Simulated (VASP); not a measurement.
# BeTe (F-43m) in VASP: further runs

Runs on BeTe. Level: LDA. Tasks: single point, relaxation of the atoms.

Everything below comes from runs of VASP 6.6.1. Logs are shortened: lines on timing, memory, paths and dates and some standing lists are left out, and cuts for length are marked.

## (1) The cell of the first run

Symmetry: F-43m, No. 216, cubic system. Conventional cell: a = 5.499 Å, b = 5.499 Å, c = 5.499 Å, α = 90.00°, β = 90.00°, γ = 90.00°. Within 3.1 Å of Be (site symmetry -43m) lie 4 Te at 2.38 Å. Te (site symmetry -43m) has 4 Be at 2.38 Å within 3.1 Å.

## (2) Single point, LDA (strained cell)

Contents of INCAR:

```
SYSTEM = BeTe
PREC = Accurate ; ENCUT = 600
EDIFF = 1E-6 ; ISMEAR = 0
SIGMA = 0.02 ; LREAL = .False.
LASPH = .True. ; NELM = 120
ALGO = Normal ; ISIF = 2
LWAVE = .False. ; LCHARG = .False.
GGA = CA ; NBANDS = 11
GGA_COMPAT = .False.
```

Contents of KPOINTS:

```
regular mesh
0
Gamma
  8 8 8
  0 0 0
```

Contents of POSCAR:

```
BeTe
1.0
    0.0000000000      2.7496520262      2.7496520262
    2.7496520262      0.0000000000      2.7496520262
    2.7496520262      2.7496520262      0.0000000000
Be Te
1 1
Direct
    0.0000000000      0.0000000000      0.0000000000
    0.2500000000      0.2500000000      0.2500000000
```

Potentials or basis: VASP PAW LDA potentials, release 64 (Be, Te).

Launch:

```bash
> cat potpaw_LDA.64/Be/POTCAR potpaw_LDA.64/Te/POTCAR > POTCAR
> mpirun -np 1 vasp_std > vasp.out
```

OUTCAR:

```text
SYSTEM = BeTe
   PREC = Accurate
   ENCUT = 600
   EDIFF = 1E-6
   ISMEAR = 0
   LREAL = .False.
   LASPH = .True.
   NELM = 120
   ISIF = 2
   GGA = CA

 ion  position               nearest neighbor table
   1  0.000  0.000  0.000-   2 2.38   2 2.38   2 2.38   2 2.38
   2  0.250  0.250  0.250-   1 2.38   1 2.38   1 2.38   1 2.38

  LATTYP: Found a face centered cubic cell.
 ALAT       =     5.4993040524

  Lattice vectors:

 A1 = (   0.0000000000,   2.7496520262,   2.7496520262)
 A2 = (   2.7496520262,   0.0000000000,   2.7496520262)
 A3 = (   2.7496520262,   2.7496520262,   0.0000000000)

Analysis of symmetry for initial positions (statically):
=====================================================================
 Subroutine PRICEL returns:
 Original cell was already a primitive cell.

 Routine SETGRP: Setting up the symmetry group for a
 face centered cubic supercell.

 Subroutine GETGRP returns: Found 24 space group operations
 (whereof 24 operations were pure point group operations)
 out of a pool of 48 trial point group operations.

The static configuration has the point symmetry T_d .

Analysis of symmetry for dynamics (positions and initial velocities):
=====================================================================
 Subroutine PRICEL returns:
 Original cell was already a primitive cell.

 Routine SETGRP: Setting up the symmetry group for a
 face centered cubic supercell.

 Subroutine GETGRP returns: Found 24 space group operations
 (whereof 24 operations were pure point group operations)
 out of a pool of 48 trial point group operations.

The dynamic configuration has the point symmetry T_d .

 Subroutine INISYM returns: Found 24 space group operations
 (whereof 24 operations are pure point group operations),
 and found     1 'primitive' translations

----------------------------------------------------------------------------------------

                                     Primitive cell

  volume of cell :      41.5780

  direct lattice vectors                    reciprocal lattice vectors
     0.000000000  2.749652026  2.749652026    -0.181841191  0.181841191  0.181841191
     2.749652026  0.000000000  2.749652026     0.181841191 -0.181841191  0.181841191
     2.749652026  2.749652026  0.000000000     0.181841191  0.181841191 -0.181841191

  length of vectors
     3.888595187  3.888595187  3.888595187     0.314958182  0.314958182  0.314958182

  position of ions in fractional coordinates (direct lattice)
     0.000000000  0.000000000  0.000000000
     0.250000000  0.250000000  0.250000000

  ion indices of the primitive-cell ions
   primitive index   ion index
                 1           1
                 2           2

----------------------------------------------------------------------------------------

 KPOINTS: regular mesh

Automatic generation of k-mesh.
 Grid dimensions read from file:
 generate k-points for:    8    8    8

 Generating k-lattice:

  Cartesian coordinates                     Fractional coordinates (reciprocal lattice)
    -0.022730149  0.022730149  0.022730149     0.125000000  0.000000000  0.000000000
     0.022730149 -0.022730149  0.022730149     0.000000000  0.125000000  0.000000000
     0.022730149  0.022730149 -0.022730149     0.000000000  0.000000000  0.125000000

  Length of vectors
     0.039369773  0.039369773  0.039369773

  Shift w.r.t. Gamma in fractional coordinates (k-lattice)
     0.000000000  0.000000000  0.000000000

 Subroutine IBZKPT returns following result:
 ===========================================

 Found     29 irreducible k-points:

 Following reciprocal coordinates:
            Coordinates               Weight
  0.000000  0.000000  0.000000      1.000000
  0.125000  0.000000  0.000000      8.000000
  0.250000  0.000000  0.000000      8.000000
  0.375000  0.000000  0.000000      8.000000
  0.500000  0.000000  0.000000      4.000000
  0.125000  0.125000  0.000000      6.000000
[... 16 lines left out ...]
  0.500000  0.250000  0.125000     48.000000
 -0.375000  0.250000  0.125000     24.000000
 [... further k-points ...]
   k-points           NKPTS =     29   k-points in BZ     NKDIM =     29   number of bands    NBANDS=     11
   number of dos      NEDOS =    301   number of ions     NIONS =      2
   total plane-waves  NPLWV =  32768
   dimension x,y,z NGX =    32 NGY =   32 NGZ =   32
   dimension x,y,z NGXF=    64 NGYF=   64 NGZF=   64
   ions per type =               1   1
   NGX,Y,Z   is equivalent  to a cutoff of  13.68, 13.68, 13.68 a.u.
   NGXF,Y,Z  is equivalent  to a cutoff of  27.36, 27.36, 27.36 a.u.
 SYSTEM =  BeTe
   PREC   = accura    normal or accurate (medium, high low for compatibility)
   ISTART =      0    job   : 0-new  1-cont  2-samecut
   ICHARG =      2    charge: 1-file 2-atom 10-const
   ISPIN  =      1    spin polarized calculation?
   LNONCOLLINEAR =      F non collinear calculations
   LSORBIT =      F    spin-orbit coupling
   LASPH  =      T    aspherical Exc in radial PAW
   ENCUT  =  600.0 eV  44.10 Ry    6.64 a.u.   7.77  7.77  7.77*2*pi/ulx,y,z
   NELM   =    120;   NELMIN=  2; NELMDL= -5     # of ELM steps
   EDIFF  = 0.1E-05   stopping-criterion for ELM
   LREAL  =      F    real-space projection
   EDIFFG = 0.1E-04   stopping-criterion for IOM
   NSW    =      0    number of steps for IOM
   IBRION =     -1    ionic relax: 0-MD 1-quasi-New 2-CG
   NFREE  =      0    steps in history (QN), initial steepest desc. (CG)
   ISIF   =      2    stress and relaxation
   ISYM   =      2    0-nonsym 1-usesym 2-fastsym
   POTIM  = 0.5000    time-step for ionic-motion
   TEBEG  =    0.0;   TEEND  =   0.0 temperature during run
   PSTRESS=    0.0 pullay stress
   NELECT =       8.0000    total number of electrons
   NUPDOWN=      -1.0000    fix difference up-down
   EMIN   =  10.00;   EMAX   =-10.00  energy-range for DOS
   EFERMI =   0.00;   METHOD = LEGACY
   ISMEAR =     0;   SIGMA  =   0.02  broadening in eV -4-tet -1-fermi 0-gaus
   EFERMI_NEDOS =   21; number of points for ismear=-14 and -15
   IALGO  =     38    algorithm
   IMIX   =      4    mixing-type and parameters
     AMIX     =   0.40;   BMIX     =  1.00
     AMIX_MAG =   1.60;   BMIX_MAG =  1.00
  volume/ion in A,a.u.               =      20.79       140.29
  Fermi-wavevector in a.u.,A,eV,Ry     =   0.945113  1.786005 12.153250  0.893239
  Thomas-Fermi vector in A             =   2.072983
   LORBIT       =      0    0 simple, 1 ext, 2 COOP (PROOUT), +10 PAW based schemes
   GGA     = CA    functional components
   LHFCALC =     F    Hartree Fock is set to
   AEXX    =    0.0000 exact exchange contribution
   IVDW    =     0    specifies the selected vdW correction
   LEPSILON=     F    determine dielectric tensor
   LRPA    =     F    only Hartree local field effects (RPA)
 non-spin polarized calculation
 Gauss-broadening in eV      SIGMA  =   0.02
  energy-cutoff  :      600.00
  volume of cell :       41.58
 maximum number of plane-waves:      1411
   NGX = 15   NGY = 15   NGZ = 15

 number of electron       8.0000000 magnetization

 Free energy of the ion-electron system (eV)
  ---------------------------------------------------
  ext. energy  EPLUGINS =         0.00000000
  ---------------------------------------------------
  free energy    TOTEN  =        -8.71640763 eV

  energy without entropy =       -8.71640763  energy(sigma->0) =       -8.71640763

 E-fermi :   5.8820     XC(G=0):  -9.5491

 val. band max:        5.7759116002   @ k =   0.0000   0.0000   0.0000
 cond. band min:       7.4700514080   @ k =   0.5000   0.5000   0.0000
 fundamental gap:      1.6941398078
 Fermi energy:         5.8819843973

 k-point     1 :       0.0000    0.0000    0.0000
  band No.  band energies     occupation
      1      -7.0327      2.00000
      2       5.7759      2.00000
      3       5.7759      2.00000
      4       5.7759      2.00000
      5       9.2962      0.00000
      6       9.2962      0.00000
      7       9.2962      0.00000
      8      10.0364      0.00000
      9      14.0659      0.00000
     10      16.1615      0.00000
     11      16.1615      0.00000

 k-point     2 :       0.1250    0.0000    0.0000
  band No.  band energies     occupation
      1      -6.8703      2.00000
      2       4.3616      2.00000
      3       5.5077      2.00000
      4       5.5077      2.00000
      5       9.3709      0.00000
      6       9.6750      0.00000
      7       9.6750      0.00000
      8      11.2639      0.00000
      9      14.4618      0.00000
     10      15.1059      0.00000
     11      15.1059      0.00000

 k-point     3 :       0.2500    0.0000    0.0000
  band No.  band energies     occupation
      1      -6.4182      2.00000
      2       2.2017      2.00000
      3       5.0201      2.00000
      4       5.0201      2.00000
      5       9.2147      0.00000
      6      10.2334      0.00000
      7      10.2334      0.00000
      8      13.0597      0.00000
      9      14.8214      0.00000
     10      14.8227      0.00000
     11      14.8227      0.00000

 k-point     4 :       0.3750    0.0000    0.0000
  band No.  band energies     occupation
      1      -5.8305      2.00000
      2       0.4765      2.00000
      3       4.6517      2.00000
      4       4.6517      2.00000
      5       9.0773      0.00000
      6      10.3419      0.00000
      7      10.3419      0.00000
      8      13.4876      0.00000
      9      15.8055      0.00000
     10      15.9486      0.00000
     11      15.9486      0.00000
[... 239 lines left out ...]
 k-point    22 :       0.3750    0.2500    0.1250
  band No.  band energies     occupation
      1      -6.0420      2.00000
      2       1.9683      2.00000
      3       3.2844      2.00000
      4       4.4145      2.00000
      5       9.2767      0.00000
      6      10.8456      0.00000
      7      11.0420      0.00000
      8      12.1943      0.00000
      9      15.0378      0.00000
     10      16.4486      0.00000
     11      17.1548      0.00000

 k-point    23 :       0.5000    0.2500    0.1250
  band No.  band energies     occupation
      1      -5.5158      2.00000
      2       0.7979      2.00000
      3       2.7269      2.00000
      4       3.9027      2.00000
      5       9.7478      0.00000
      6      10.4972      0.00000
      7      11.7652      0.00000
      8      12.8326      0.00000
      9      15.7136      0.00000
     10      16.3162      0.00000
     11      18.1970      0.00000

 k-point    24 :      -0.3750    0.2500    0.1250
  band No.  band energies     occupation
      1      -5.2435      2.00000
      2       0.2387      2.00000
      3       2.6237      2.00000
      4       3.6515      2.00000
      5       9.8758      0.00000
      6      10.2206      0.00000
      7      12.6181      0.00000
      8      13.6796      0.00000
      9      14.3120      0.00000
     10      17.4302      0.00000
     11      17.8306      0.00000

 [... further k-points ...]

------------------------ aborting loop because EDIFF is reached ----------------------------------------

  FORCE on cell =-STRESS in cart. coord.  units (eV):
  Direction    XX          YY          ZZ          XY          YZ          ZX
  --------------------------------------------------------------------------------------
  -------------------------------------------------------------------------------------
  Total        0.6080387      0.6080387      0.6080387      0.0000000      0.0000000      0.0000000
  in kB       23.4303401     23.4303401     23.4303401      0.0000000      0.0000000      0.0000000
  external PRESSURE =      23.4303401 kB  Pullay stress =       0.0000000 kB

 VOLUME and BASIS-vectors are now :
 -----------------------------------------------------------------------------
  energy-cutoff  :      600.00
  volume of cell :       41.58
      direct lattice vectors                 reciprocal lattice vectors
     0.000000000  2.749652026  2.749652026    -0.181841191  0.181841191  0.181841191
     2.749652026  0.000000000  2.749652026     0.181841191 -0.181841191  0.181841191
     2.749652026  2.749652026  0.000000000     0.181841191  0.181841191 -0.181841191

 POSITION                                       TOTAL-FORCE (eV/Angst)
 -----------------------------------------------------------------------------------
      0.00000      0.00000      0.00000         0.000000     -0.000000      0.000000
      1.37483      1.37483      1.37483        -0.000000      0.000000     -0.000000
 -----------------------------------------------------------------------------------
    total drift:                                0.000000      0.000000      0.000000

  FREE ENERGIE OF THE ION-ELECTRON SYSTEM (eV)
  ---------------------------------------------------
  free  energy   TOTEN  =        -8.7164076294 eV

  energy  without entropy=       -8.7164076294  energy(sigma->0) =       -8.71640763
```

Wall time 9 s (1 thread of Intel Xeon Platinum 8259CL at 2.50GHz (Skylake/Cascade Lake), shared host); peak memory 0.16 GiB.

What came out:

* Free energy: -8.7164 eV
* Pressure: 2.3 GPa
* Band gap on the k mesh: 1.69 eV (least direct gap 3.52 eV)

Caveat: the cell differs from its parent crystal (strained cell); spin-orbit coupling is left out, which moves the levels of the heavy elements.

## (3) Single point, LDA

Contents of INCAR:

```
SYSTEM = BeTe
ALGO = Normal
EDIFF = 1E-6
ENCUT = 600
GGA_COMPAT = .FALSE.
ISIF = 2
ISMEAR = 0
LASPH = .TRUE.
LCHARG = .FALSE.
LREAL = .FALSE.
LWAVE = .FALSE.
NBANDS = 11
NELM = 120
PREC = Accurate
SIGMA = 0.01
```

Contents of KPOINTS:

```
k-points
0
G
  8 8 8
  0 0 0
```

POSCAR is that of step 2.

Potentials or basis: VASP PAW LDA potentials, release 64 (Be, Te).

Launch:

```bash
> cat potpaw_LDA.64/Be/POTCAR potpaw_LDA.64/Te/POTCAR > POTCAR
> mpirun -np 1 vasp_std > vasp.out
```

Wall time 10 s (1 thread of Intel Xeon Platinum 8259CL at 2.50GHz (Skylake/Cascade Lake), shared host); peak memory 0.16 GiB.

It converged, with:

* Free energy: -8.7164 eV
* Pressure: 2.3 GPa
* Band gap on the k mesh: 1.69 eV (least direct gap 3.52 eV)

Levels at points of the mesh, in eV from the valence-band top:
```tsv
k point	band 1	band 2	band 3	band 4	band 5	band 6	band 7	band 8	band 9
(0.00, 0.00, 0.00)	-12.81	0.00	0.00	0.00	3.52	3.52	3.52	4.26	8.29
(0.50, 0.00, 0.00)	-11.29	-6.01	-1.26	-1.26	3.25	4.52	4.52	7.62	11.06
(0.50, 0.50, 0.00)	-10.74	-5.47	-2.92	-2.92	1.69	2.55	10.05	10.05	11.78
```

Caveat: spin-orbit coupling is left out, which moves the levels of the heavy elements.

## (4) Relaxation of the atoms, LDA (strained cell)

Contents of INCAR:

```
SYSTEM = BeTe
ALGO = Normal
EDIFF = 1E-7
EDIFFG = -0.002
ENCUT = 520
GGA_COMPAT = .FALSE.
IBRION = 2
ISIF = 2
ISMEAR = 0
LASPH = .TRUE.
LCHARG = .FALSE.
LREAL = .FALSE.
LWAVE = .FALSE.
NELM = 120
NELMIN = 4
NSW = 60
PREC = Accurate
SIGMA = 0.02
```

KPOINTS is that of step 3.

POSCAR is that of step 3.

Launch:

```bash
> cat potpaw_LDA.64/Be/POTCAR potpaw_LDA.64/Te/POTCAR > POTCAR
> mpirun -np 1 vasp_std > vasp.out
```

Wall time 9.4 s (1 thread of Intel Xeon Platinum 8259CL at 2.50GHz (Skylake/Cascade Lake), shared host); peak memory 0.15 GiB.

The run converged. Its results:

```yaml
Free_energy: -8.7163 eV
Pressure_after_relaxing: 2.3 GPa
Band_gap_on_the_k_mesh: 1.69 eV (least direct gap 3.52 eV)
```

Final structure:
```xyz
2
Lattice="0.0000 2.7497 2.7497 2.7497 0.0000 2.7497 2.7497 2.7497 0.0000" Properties=species:S:1:pos:R:3 pbc="T T T"
Be    0.0000    0.0000    0.0000
Te    1.3748    1.3748    1.3748
```

Levels at points of the mesh, in eV from the valence-band top:
| k point | band 2 | band 3 | band 4 | band 5 | band 6 | band 7 |
| --- | --- | --- | --- | --- | --- | --- |
| (0.00, 0.00, 0.00) | 0.00 | 0.00 | 0.00 | 3.52 | 3.52 | 3.52 |
| (0.50, 0.00, 0.00) | -6.01 | -1.26 | -1.26 | 3.25 | 4.52 | 4.52 |
| (0.50, 0.50, 0.00) | -5.47 | -2.92 | -2.92 | 1.69 | 2.55 | 10.05 |

Caveat: the cell differs from its parent crystal (strained cell); the relaxation stopped at its first step, so nothing moved; spin-orbit coupling is left out, which moves the levels of the heavy elements. A k mesh can miss the band edges.

## (5) The runs side by side

```csv
task,cell,cutoff (eV),smearing,gap on the mesh (eV),pressure (GPa)
single point,as given,600,gaussian 0.02 eV,1.69,2.3
single point,as given,600,gaussian 0.01 eV,1.69,2.3
relaxation of the atoms,atoms relaxed,520,gaussian 0.02 eV,1.69,2.3
```

Alike in all rows: level LDA; potentials or basis VASP PAW LDA potentials, release 64 (Be, Te); no spin polarisation; k mesh 8 × 8 × 8.

Caveats: spin-orbit coupling is left out, which moves the levels of the heavy elements; the relaxation stopped at its first step, so nothing moved (at least some runs).

Absolute energies hang on the potentials; compare differences alone.
